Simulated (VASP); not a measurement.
# LiCaF3 (P4mm) in VASP: further runs

The runs below take LiCaF3 through single point, with LDA.

All numbers are computed with VASP 6.6.1; they aren't measurements. Logs are shortened: lines on timing, memory, paths and dates and some standing lists are left out, and cuts for length are marked.

**1. The cell of the first run**

Symmetry: P4mm, No. 99, tetragonal system. Conventional cell: a = 3.761 Å, b = 3.761 Å, c = 3.761 Å, α = 90.00°, β = 90.00°, γ = 90.00°. Within 2.4 Å of Li (site symmetry 4mm) lie 6 F at 1.78 to 1.98 Å. Within 3.4 Å of Ca (site symmetry 4mm) lie 12 F at 2.59 to 2.73 Å and 8 Li at 3.26 Å. Within 2.4 Å of F (site symmetry 4mm) lie 2 Li at 1.78 to 1.98 Å. Within 2.8 Å of F (site symmetry 2mm) lie 2 Li at 1.88 Å and 4 Ca at 2.59 to 2.73 Å and 8 F at 2.66 Å.

**2. Single point, LDA**

INCAR

```
SYSTEM = LiCaF3
PREC     = Accurate       ! precision mode
ENCUT    = 520            ! plane-wave cutoff, eV
EDIFF    = 1E-6           ! SCF threshold, eV
ISMEAR   = 0              ! smearing method
SIGMA    = 0.05           ! smearing width, eV
LREAL    = .FALSE.        ! projectors in reciprocal space
LASPH    = .TRUE.         ! aspherical terms in the spheres
NELM     = 100            ! most SCF steps
ALGO     = Normal         ! electronic algorithm
ISIF     = 2              ! what is computed and relaxed
LWAVE    = .FALSE.        ! write WAVECAR
LCHARG   = .FALSE.        ! write CHGCAR
NBANDS   = 25             ! bands
```

KPOINTS

```
regular mesh
0
G
  6 6 6
  0 0 0
```

POSCAR

```
LiCaF3
1.0
    3.7612440000      0.0000000000      0.0000000000
    0.0000000000      3.7612440000      0.0000000000
    0.0000000000      0.0000000000      3.7612440000
Li Ca F
1 1 3
Direct
    0.5000000000      0.5000000000      0.5000000000
    0.0000000000      0.0000000000      0.0000000000
    0.0265869484      0.5000000000      0.5000000000
    0.5265869484      0.5000000000      0.0000000000
    0.5265869484      0.0000000000      0.5000000000
```

Potentials or basis: VASP PAW LDA potentials, release 64 (Li_sv, Ca_sv, F).

Command:

```sh
$ cat potpaw_LDA.64/Li_sv/POTCAR potpaw_LDA.64/Ca_sv/POTCAR potpaw_LDA.64/F/POTCAR > POTCAR
$ mpirun -np 1 vasp_std > vasp.out
```

OUTCAR:

```text
SYSTEM = LiCaF3
   PREC = Accurate
   ENCUT = 520
   EDIFF = 1E-6
   ISMEAR = 0
   LREAL = .FALSE.
   LASPH = .TRUE.
   NELM = 100
   ISIF = 2

 ion  position               nearest neighbor table
   1  0.500  0.500  0.500-   3 1.78   4 1.88   5 1.88   4 1.88   5 1.88   3 1.98
   2  0.000  0.000  0.000-
   3  0.027  0.500  0.500-   1 1.78   1 1.98
   4  0.527  0.500  0.000-   1 1.88   1 1.88
   5  0.527  0.000  0.500-   1 1.88   1 1.88

  LATTYP: Found a simple cubic cell.
 ALAT       =     3.7612440000

  Lattice vectors:

 A1 = (   3.7612440000,   0.0000000000,   0.0000000000)
 A2 = (   0.0000000000,   3.7612440000,   0.0000000000)
 A3 = (   0.0000000000,   0.0000000000,   3.7612440000)

Analysis of symmetry for initial positions (statically):
=====================================================================
 Subroutine PRICEL returns:
 Original cell was already a primitive cell.

 Routine SETGRP: Setting up the symmetry group for a
 simple cubic supercell.

 Subroutine GETGRP returns: Found  8 space group operations
 (whereof  8 operations were pure point group operations)
 out of a pool of 48 trial point group operations.

The static configuration has the point symmetry C_4v.

Analysis of symmetry for dynamics (positions and initial velocities):
=====================================================================
 Subroutine PRICEL returns:
 Original cell was already a primitive cell.

 Routine SETGRP: Setting up the symmetry group for a
 simple cubic supercell.

 Subroutine GETGRP returns: Found  8 space group operations
 (whereof  8 operations were pure point group operations)
 out of a pool of 48 trial point group operations.

The dynamic configuration has the point symmetry C_4v.

 Subroutine INISYM returns: Found  8 space group operations
 (whereof  8 operations are pure point group operations),
 and found     1 'primitive' translations

----------------------------------------------------------------------------------------

                                     Primitive cell

  volume of cell :      53.2102

  direct lattice vectors                    reciprocal lattice vectors
     3.761244000  0.000000000  0.000000000     0.265869484  0.000000000  0.000000000
     0.000000000  3.761244000  0.000000000     0.000000000  0.265869484  0.000000000
[... 91 lines left out ...]
   EDIFF  = 0.1E-05   stopping-criterion for ELM
   LREAL  =      F    real-space projection
   EDIFFG = 0.1E-04   stopping-criterion for IOM
   NSW    =      0    number of steps for IOM
   IBRION =     -1    ionic relax: 0-MD 1-quasi-New 2-CG
   NFREE  =      0    steps in history (QN), initial steepest desc. (CG)
   ISIF   =      2    stress and relaxation
   ISYM   =      2    0-nonsym 1-usesym 2-fastsym
   POTIM  = 0.5000    time-step for ionic-motion
   TEBEG  =    0.0;   TEEND  =   0.0 temperature during run
   PSTRESS=    0.0 pullay stress
   NELECT =      34.0000    total number of electrons
   NUPDOWN=      -1.0000    fix difference up-down
   EMIN   =  10.00;   EMAX   =-10.00  energy-range for DOS
   EFERMI =   0.00;   METHOD = LEGACY
   ISMEAR =     0;   SIGMA  =   0.05  broadening in eV -4-tet -1-fermi 0-gaus
   EFERMI_NEDOS =   21; number of points for ismear=-14 and -15
   IALGO  =     38    algorithm
   IMIX   =      4    mixing-type and parameters
     AMIX     =   0.40;   BMIX     =  1.00
     AMIX_MAG =   1.60;   BMIX_MAG =  1.00
  volume/ion in A,a.u.               =      10.64        71.82
  Fermi-wavevector in a.u.,A,eV,Ry     =   1.410056  2.664619 27.051883  1.988257
  Thomas-Fermi vector in A             =   2.532049
   LORBIT       =      0    0 simple, 1 ext, 2 COOP (PROOUT), +10 PAW based schemes
   GGA     = CA    functional components
   LHFCALC =     F    Hartree Fock is set to
   AEXX    =    0.0000 exact exchange contribution
   IVDW    =     0    specifies the selected vdW correction
   LEPSILON=     F    determine dielectric tensor
   LRPA    =     F    only Hartree local field effects (RPA)
 non-spin polarized calculation
 Gauss-broadening in eV      SIGMA  =   0.05
  energy-cutoff  :      520.00
  volume of cell :       53.21
 maximum number of plane-waves:      1472
 NGX is ok and might be reduce to    28
   NGX = 13   NGY = 13   NGZ = 13

 number of electron      33.9999966 magnetization

 Free energy of the ion-electron system (eV)
  ---------------------------------------------------
  ext. energy  EPLUGINS =         0.00000000
  ---------------------------------------------------
  free energy    TOTEN  =       -28.57541393 eV

  energy without entropy =      -28.57541393  energy(sigma->0) =      -28.57541393

 E-fermi :   0.0933     XC(G=0): -10.9737

 val. band max:       -0.2895975843   @ k =   0.5000   0.5000   0.5000
 cond. band min:       6.0874276249   @ k =   0.0000   0.0000   0.0000
 fundamental gap:      6.3770252092
 Fermi energy:         0.0933496773

 k-point     1 :       0.0000    0.0000    0.0000
  band No.  band energies     occupation
      1     -39.3490      2.00000
      2     -37.4018      2.00000
      3     -20.1844      2.00000
      4     -19.2300      2.00000
      5     -19.2100      2.00000
      6     -18.6194      2.00000
[... 661 lines left out ...]
     24      13.1319      0.00000
     25      15.1967      0.00000

 [... further k-points ...]

------------------------ aborting loop because EDIFF is reached ----------------------------------------

  FORCE on cell =-STRESS in cart. coord.  units (eV):
  Direction    XX          YY          ZZ          XY          YZ          ZX
  --------------------------------------------------------------------------------------
  -------------------------------------------------------------------------------------
  Total       -2.7738075     -3.1307338     -3.1307338      0.0000000      0.0000000      0.0000000
  in kB      -83.5203622    -94.2675452    -94.2675452      0.0000000      0.0000000      0.0000000
  external PRESSURE =     -90.6851509 kB  Pullay stress =       0.0000000 kB

 VOLUME and BASIS-vectors are now :
 -----------------------------------------------------------------------------
  energy-cutoff  :      520.00
  volume of cell :       53.21
      direct lattice vectors                 reciprocal lattice vectors
     3.761244000  0.000000000  0.000000000     0.265869484  0.000000000  0.000000000
     0.000000000  3.761244000  0.000000000     0.000000000  0.265869484  0.000000000
     0.000000000  0.000000000  3.761244000     0.000000000  0.000000000  0.265869484

 POSITION                                       TOTAL-FORCE (eV/Angst)
 -----------------------------------------------------------------------------------
      1.88062      1.88062      1.88062         0.468405     -0.000000     -0.000000
      0.00000      0.00000      0.00000        -0.193906     -0.000000     -0.000000
      0.10000      1.88062      1.88062        -0.416853     -0.000000      0.000000
      1.98062      1.88062      0.00000         0.071177      0.000000     -0.000000
      1.98062      0.00000      1.88062         0.071177     -0.000000     -0.000000
 -----------------------------------------------------------------------------------
    total drift:                               -0.000074      0.000000      0.000004

  FREE ENERGIE OF THE ION-ELECTRON SYSTEM (eV)
  ---------------------------------------------------
  free  energy   TOTEN  =       -28.5754139348 eV

  energy  without entropy=      -28.5754139348  energy(sigma->0) =      -28.57541393
```

It took 41 s on 1 thread of Intel Xeon Platinum 8259CL at 2.50GHz (Skylake/Cascade Lake), shared host; peak memory 0.17 GiB.

What came out:

```
Free energy            : -28.5754 eV
Largest force          : 0.468 eV/Å
Band gap on the k mesh : 6.38 eV (least direct gap 6.49 eV)
```

Forces in eV/Å, atoms in the order of the input:
```
Li   0.468  0.000  0.000
Ca  -0.194  0.000  0.000
F   -0.417  0.000  0.000
F    0.071  0.000  0.000
F    0.071  0.000  0.000
```

Levels at points of the mesh, in eV from the valence-band top:
| k point | band 13 | band 14 | band 15 | band 16 | band 17 | band 18 | band 19 | band 20 | band 21 | band 22 |
| --- | --- | --- | --- | --- | --- | --- | --- | --- | --- | --- |
| (0.00, 0.00, 0.00) | -0.84 | -0.84 | -0.12 | -0.11 | -0.11 | 6.38 | 6.39 | 6.55 | 8.05 | 8.07 |
| (0.50, 0.00, 0.00) | -1.20 | -1.20 | -1.19 | -0.43 | -0.43 | 7.51 | 7.58 | 8.21 | 8.85 | 8.85 |
| (0.00, 0.50, 0.00) | -1.22 | -1.20 | -1.20 | -0.43 | -0.42 | 7.48 | 7.56 | 8.22 | 8.78 | 8.83 |
| (0.50, 0.50, 0.00) | -1.47 | -1.42 | -1.42 | -0.15 | -0.06 | 7.86 | 8.04 | 8.79 | 8.81 | 9.12 |
| (0.00, 0.50, 0.50) | -1.51 | -1.38 | -1.38 | -0.14 | -0.07 | 7.88 | 8.01 | 8.79 | 8.79 | 9.14 |
| (0.50, 0.50, 0.50) | -0.14 | -0.12 | -0.01 | 0.00 | 0.00 | 7.42 | 7.42 | 7.42 | 8.91 | 8.92 |

Caveat: the cell differs from its parent crystal (all F atoms moved -0.100 Å, as atom 3 towards its neighbour atom 1 (Li) at 1.881 Å); the cutoff is under 1.25 times the usual one of these potentials, so pressure, stress and relaxed cells hold a basis-set (Pulay) error.

**3. Single point, LDA**

INCAR

```
ALGO = Normal
EDIFF = 1E-7
ENCUT = 520
ISIF = 2
ISMEAR = 0
LASPH = True
LCHARG = False
LREAL = False
LWAVE = False
NBANDS = 25
NELM = 80
PREC = Accurate
SIGMA = 0.05
```

KPOINTS

```
k-points
0
Gamma
  6 6 6
```

POSCAR

```
LiCaF3
1.0
    3.7612440000      0.0000000000      0.0000000000
    0.0000000000      3.7612440000      0.0000000000
    0.0000000000      0.0000000000      3.7612440000
Li Ca F
1 1 3
Direct
    0.5000000000      0.5000000000      0.5000000000
    0.0000000000      0.0000000000      0.0000000000
   -0.0199402113      0.5000000000      0.5000000000
    0.4800597887      0.5000000000      0.0000000000
    0.4800597887      0.0000000000      0.5000000000
```

Potentials or basis: VASP PAW LDA potentials, release 64 (Li_sv, Ca_sv, F).

Command:

```sh
$ cat potpaw_LDA.64/Li_sv/POTCAR potpaw_LDA.64/Ca_sv/POTCAR potpaw_LDA.64/F/POTCAR > POTCAR
$ mpirun -np 1 vasp_std > vasp.out
```

OUTCAR:

```text
EDIFF = 1E-7
   ENCUT = 520
   ISIF = 2
   ISMEAR = 0
   LASPH = True
   LREAL = False
   NELM = 80
   PREC = Accurate

 ion  position               nearest neighbor table
   1  0.500  0.500  0.500-   3 1.81   4 1.88   5 1.88   4 1.88   5 1.88   3 1.96
   2  0.000  0.000  0.000-
   3  0.980  0.500  0.500-   1 1.81   1 1.96
   4  0.480  0.500  0.000-   1 1.88   1 1.88
   5  0.480  0.000  0.500-   1 1.88   1 1.88

  LATTYP: Found a simple cubic cell.
 ALAT       =     3.7612440000

  Lattice vectors:

 A1 = (   3.7612440000,   0.0000000000,   0.0000000000)
 A2 = (   0.0000000000,   3.7612440000,   0.0000000000)
 A3 = (   0.0000000000,   0.0000000000,   3.7612440000)

Analysis of symmetry for initial positions (statically):
=====================================================================
 Subroutine PRICEL returns:
 Original cell was already a primitive cell.

 Routine SETGRP: Setting up the symmetry group for a
 simple cubic supercell.

 Subroutine GETGRP returns: Found  8 space group operations
 (whereof  8 operations were pure point group operations)
[... 171 lines left out ...]
 E-fermi :   0.0954     XC(G=0): -10.9754

 val. band max:       -0.2848743547   @ k =   0.5000   0.5000   0.5000
 cond. band min:       6.0793838462   @ k =   0.0000   0.0000   0.0000
 fundamental gap:      6.3642582009
 Fermi energy:         0.0954367226

 k-point     1 :       0.0000    0.0000    0.0000
  band No.  band energies     occupation
      1     -39.3504      2.00000
      2     -37.4079      2.00000
      3     -20.1799      2.00000
      4     -19.2170      2.00000
      5     -19.2053      2.00000
      6     -18.6253      2.00000
[... 661 lines left out ...]
     24      13.1350      0.00000
     25      15.1889      0.00000

 [... further k-points ...]

------------------------ aborting loop because EDIFF is reached ----------------------------------------

  FORCE on cell =-STRESS in cart. coord.  units (eV):
  Direction    XX          YY          ZZ          XY          YZ          ZX
  --------------------------------------------------------------------------------------
  -------------------------------------------------------------------------------------
  Total       -2.9377007     -3.1384996     -3.1384996      0.0000000      0.0000000     -0.0000000
  in kB      -88.4552491    -94.5013754    -94.5013754      0.0000000      0.0000000     -0.0000000
  external PRESSURE =     -92.4859999 kB  Pullay stress =       0.0000000 kB

 VOLUME and BASIS-vectors are now :
 -----------------------------------------------------------------------------
  energy-cutoff  :      520.00
  volume of cell :       53.21
      direct lattice vectors                 reciprocal lattice vectors
     3.761244000  0.000000000  0.000000000     0.265869484  0.000000000  0.000000000
     0.000000000  3.761244000  0.000000000     0.000000000  0.265869484  0.000000000
     0.000000000  0.000000000  3.761244000     0.000000000  0.000000000  0.265869484

 POSITION                                       TOTAL-FORCE (eV/Angst)
 -----------------------------------------------------------------------------------
      1.88062      1.88062      1.88062        -0.340422      0.000000      0.000000
      0.00000      0.00000      0.00000         0.147577      0.000000      0.000000
      3.68624      1.88062      1.88062         0.302197      0.000000     -0.000000
      1.80562      1.88062      0.00000        -0.054676      0.000000      0.000000
      1.80562      0.00000      1.88062        -0.054676     -0.000000      0.000000
 -----------------------------------------------------------------------------------
    total drift:                               -0.000834     -0.000000     -0.000002

  FREE ENERGIE OF THE ION-ELECTRON SYSTEM (eV)
  ---------------------------------------------------
  free  energy   TOTEN  =       -28.5812118724 eV

  energy  without entropy=      -28.5812118724  energy(sigma->0) =      -28.58121187
```

OSZICAR:

```text
N       E                     dE             d eps       ncg     rms          rms(c)
DAV:   1     0.300352977939E+03    0.30035E+03   -0.18748E+04  2000   0.143E+03
DAV:   2    -0.112857493746E+02   -0.31164E+03   -0.30056E+03  2400   0.387E+02
DAV:   3    -0.293731411948E+02   -0.18087E+02   -0.18012E+02  2798   0.926E+01
DAV:   4    -0.308273718664E+02   -0.14542E+01   -0.14523E+01  3307   0.161E+01
DAV:   5    -0.308397792572E+02   -0.12407E-01   -0.12407E-01  2578   0.160E+00    0.920E+00
DAV:   6    -0.287837176881E+02    0.20561E+01   -0.62674E+00  2278   0.164E+01    0.350E+00
DAV:   7    -0.286620002290E+02    0.12172E+00   -0.27685E-01  2791   0.377E+00    0.195E+00
DAV:   8    -0.285815394577E+02    0.80461E-01   -0.12144E-01  2467   0.321E+00    0.297E-01
DAV:   9    -0.285812528846E+02    0.28657E-03   -0.21024E-02  2753   0.973E-01    0.175E-01
DAV:  10    -0.285812877924E+02   -0.34908E-04   -0.29563E-03  2239   0.487E-01    0.595E-02
DAV:  11    -0.285812125689E+02    0.75224E-04   -0.34861E-04  2760   0.199E-01    0.224E-02
DAV:  12    -0.285812122849E+02    0.28404E-06   -0.22282E-05  2316   0.375E-02    0.487E-03
DAV:  13    -0.285812119673E+02    0.31760E-06   -0.13603E-06  2800   0.863E-03    0.238E-03
DAV:  14    -0.285812118724E+02    0.94920E-07   -0.27154E-07  2419   0.542E-03
   1 F= -.28581212E+02 E0= -.28581212E+02  d E =-.221092E-28
```

stdout:

```text
POSCAR found type information on POSCAR LiCaF
 POSCAR found :  3 types and       5 ions
 scaLAPACK will be used
 LDA part: xc-table for (Slater(with rela. corr.)+CA(PZ))
 , standard interpolation
 POSCAR, INCAR and KPOINTS ok, starting setup
 FFT: planning ... GRIDC
 FFT: planning ... GRID_SOFT
 FFT: planning ... GRID
 WAVECAR not read
 entering main loop
```

It took 39 s on 1 thread of Intel Xeon Platinum 8259CL at 2.50GHz (Skylake/Cascade Lake), shared host; peak memory 0.17 GiB.

What came out:

```
Free energy            : -28.5812 eV
Largest force          : 0.340 eV/Å
Band gap on the k mesh : 6.36 eV (least direct gap 6.48 eV)
```

Forces on the atoms (eV/Å):
```
Li  -0.340  0.000  0.000
Ca   0.148  0.000  0.000
F    0.302  0.000  0.000
F   -0.055  0.000  0.000
F   -0.055  0.000  0.000
```

Caveat: the cell differs from its parent crystal (all F atoms moved +0.075 Å, as atom 3 towards its neighbour atom 1 (Li) at 1.881 Å); the cutoff is under 1.25 times the usual one of these potentials, so pressure, stress and relaxed cells hold a basis-set (Pulay) error. A k mesh can miss the band edges.
